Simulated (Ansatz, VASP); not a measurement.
# Two plane-wave programs on Mg2B

The input INCAR:

```
SYSTEM = Mg2B
  PREC = Accurate
  ENCUT = 600
  EDIFF = 1E-7
  ISMEAR = 0
  SIGMA = 0.1
  LREAL = .False.
  LASPH = .True.
  NELM = 80
  ALGO = Normal
  ISIF = 3
  LWAVE = .False.
  LCHARG = .False.
  GGA = PE
  IBRION = 2
  NSW = 90
  EDIFFG = -0.04
```

Contents of KPOINTS:

```
Automatic mesh
0
Gamma
  4 4 4
  0 0 0
```

File POSCAR:

```
Mg2B
1.0
    0.0000000000      3.5346718731      3.5346718731
    3.5346718731      0.0000000000      3.5346718731
    3.5346718731      3.5346718731      0.0000000000
Mg B
4 2
Direct
    0.6250000000      0.6250000000      0.6250000000
    0.1250000000      0.6250000000      0.6250000000
    0.6250000000      0.6250000000      0.1250000000
    0.6250000000      0.1250000000      0.6250000000
    0.0000000000      0.0000000000      0.0000000000
    0.2500000000      0.2500000000      0.2500000000
```

Input for Ansatz:

```yaml
crystal:
  lattice:
    - [0.0, 3.5346718731, 3.5346718731]
    - [3.5346718731, 0.0, 3.5346718731]
    - [3.5346718731, 3.5346718731, 0.0]
  atoms:
    - { symbol: Mg, position: [0.625, 0.625, 0.625] }
    - { symbol: Mg, position: [0.125, 0.625, 0.625] }
    - { symbol: Mg, position: [0.625, 0.625, 0.125] }
    - { symbol: Mg, position: [0.625, 0.125, 0.625] }
    - { symbol: B, position: [0.0, 0.0, 0.0] }
    - { symbol: B, position: [0.25, 0.25, 0.25] }
basis:
  ecutwfc: 420
kpoints:
  mp_grid: { grid: [4, 4, 4] }
hamiltonian:
  xc: pbe
scf:
  occupations: { method: gaussian, width: 0.1 }
  lower_state_search: "off"
output:
  forces: true
  stress: true
  eigenvalues: true
relax:
  adjacent_minimum: "off"
  f_tol: 0.04
  max_steps: 70
  cell: { stress_tol: 0.4 }
```

Alike in both runs: task relaxation of cell and atoms; functional PBE; k mesh 4 × 4 × 4; occupations gaussian, width 0.1 eV; no spin polarisation.

|  | VASP | Ansatz |
| --- | --- | --- |
| version | VASP 6.6.1 | Ansatz 0.2.0 |
| potentials or method | VASP PAW PBE potentials, release 64 (Mg, B), cutoff 600 eV | scalar-relativistic, plane waves, PAW |
| valence electrons in the cell | 14 | 46 |

|  | VASP | Ansatz | Ansatz less VASP |
| --- | --- | --- | --- |
| gap on the k mesh at the Fermi level, each at its own relaxed structure (eV) | none | none | - |
| relaxed volume (Å³/atom) | 19.24 | 19.07 | -0.171 |
| relaxed cell length with the largest relative difference (Å) | 5.466 | 5.449 | -0.0162 |

A gap of «none» marks a metal or a gap that the smearing closes. VASP's potentials hold 14 valence electrons a cell and Ansatz's 46, so a difference there can come from the potentials and not from the codes.

The k mesh is coarse, so the values compare programs but aren't converged. Noted on VASP's run: the volume moved by over 15 % at a fixed basis, so the end points are rough.
